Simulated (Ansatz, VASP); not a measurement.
**One calculation of Ta, two programs**

```xyz
1
Lattice="-1.5953 1.5953 1.5953 1.5953 -1.5953 1.5953 1.5953 1.5953 -1.5953" Properties=species:S:1:pos:R:3 pbc="T T T"
Ta    0.0000    0.0000    0.0000
```

Alike in both runs: task single point; functional PBEsol; k mesh 22 × 22 × 22; occupations gaussian, width 0.15 eV; no spin polarisation.

|  | VASP | Ansatz |
| --- | --- | --- |
| version | VASP 6.6.1 | Ansatz 0.2.0 |
| potentials or method | VASP PAW PBE potentials, release 64 (Ta_pv), cutoff 520 eV | scalar-relativistic, plane waves, PAW |
| valence electrons in the cell | 11 | 13 |

VASP gave:

```
gap on the k mesh at the Fermi level (eV) : none
pressure (GPa)                            : 20.7
```

Problem. What did Ansatz give for the same quantities?

Solution. gap on the k mesh at the Fermi level (eV): none; pressure (GPa): 20.3.

VASP's potentials were made for PBE, not for PBEsol, and Ansatz warns of the same on its side. A gap of «none» marks a metal or a gap that the smearing closes. With one functional, cell and mesh, what is left measures potentials, basis and numerics. VASP's potentials hold 11 valence electrons a cell and Ansatz's 13, so a difference there can come from the potentials and not from the codes.

Spin-orbit coupling is off throughout.
